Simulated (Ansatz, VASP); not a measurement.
## Ca2Si in VASP and in Ansatz

```
Ca Si
1.0
     0.00000    3.46093    3.58332
     3.46093    0.00000    3.58332
     3.46093    3.46093    0.00000
Ca Si
2 1
Direct
  0.73448 0.73448 0.76552
  0.26552 0.26552 0.23448
  0.00000 0.00000 0.00000
```

Change from the starting cell: mode 6 frozen in at -0.109 Å, strain +e along z and -e/2 along x and y +0.0233.

Alike in both runs: task single point; functional LDA; k mesh 8 × 8 × 8; occupations gaussian, width 0.05 eV; no spin polarisation.

|  | VASP | Ansatz |
| --- | --- | --- |
| version | VASP 6.6.1 | Ansatz 0.2.0 |
| potentials or method | VASP PAW LDA potentials, release 64 (Ca_sv, Si), cutoff 520 eV | scalar-relativistic, plane waves, PAW |
| valence electrons in the cell | 24 | 24 |

```csv
,VASP,Ansatz,Ansatz less VASP
gap on the k mesh at the Fermi level (eV),0.17,0.18,+0.006
least direct gap on the mesh (eV),0.17,0.18,+0.006
pressure (GPa),0.3,0.2,-0.11
"traceless stress, the component that is largest in VASP (GPa)",-1.31,-1.32,-0.003
rms of the force components (eV/Å),0.263,0.261,-0.0018
```

LDA's correlation is that of Perdew and Zunger in VASP and of Perdew and Wang (1992) in Ansatz. Atom by atom the forces differ by 0.002 eV/Å (rms over components).
